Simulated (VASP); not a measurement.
Set up this calculation in VASP 6.6.1, as the native input.

```yaml
Task: single point
Functional: LDA
Potentials_or_basis: VASP PAW LDA potentials, release 64 (Li_sv)
Cutoff: 520 eV
k_mesh: 14 × 14 × 14
Occupations: fermi-dirac, width 0.05 eV
Spin: no spin polarisation
Dipole_correction: no
Further_INCAR_settings: ALGO = Normal; EDIFF = 1e-07; NBANDS = 8
```

The structure of Li lies in POSCAR:

```
Li
1.0
    2.6687814035      0.0000000000      0.0000000000
    0.0000000000      2.6687814035      0.0000000000
    0.0000000000      0.0000000000      2.6687814035
Li
1
Direct
    0.0000000000      0.0000000000      0.0000000000
```

The input as run:

INCAR

```
PREC     = Accurate       # precision mode
ENCUT    = 520            # plane-wave cutoff, eV
EDIFF    = 1E-7           # SCF threshold, eV
ISMEAR   = -1             # smearing method
SIGMA    = 0.05           # smearing width, eV
LREAL    = F              # projectors in reciprocal space
LASPH    = T              # aspherical terms in the spheres
NELM     = 100            # most SCF steps
ALGO     = Normal         # electronic algorithm
ISIF     = 2              # what is computed and relaxed
LWAVE    = F              # write WAVECAR
LCHARG   = T              # write CHGCAR
LELF     = T              # ELF
LVHAR    = T            
NBANDS   = 8              # bands
```

KPOINTS

```
Automatic mesh
0
Gamma
  14 14 14
```

Potentials or basis: VASP PAW LDA potentials, release 64 (Li_sv).

Run with:

```sh
$ cat potpaw_LDA.64/Li_sv/POTCAR > POTCAR
$ mpirun -np 1 vasp_std > vasp.out
```

Wall time 5.6 s on 1 thread of AMD EPYC 9R45 96-Core Processor (Zen 5), with other jobs on the host, peak memory 0.09 GiB.
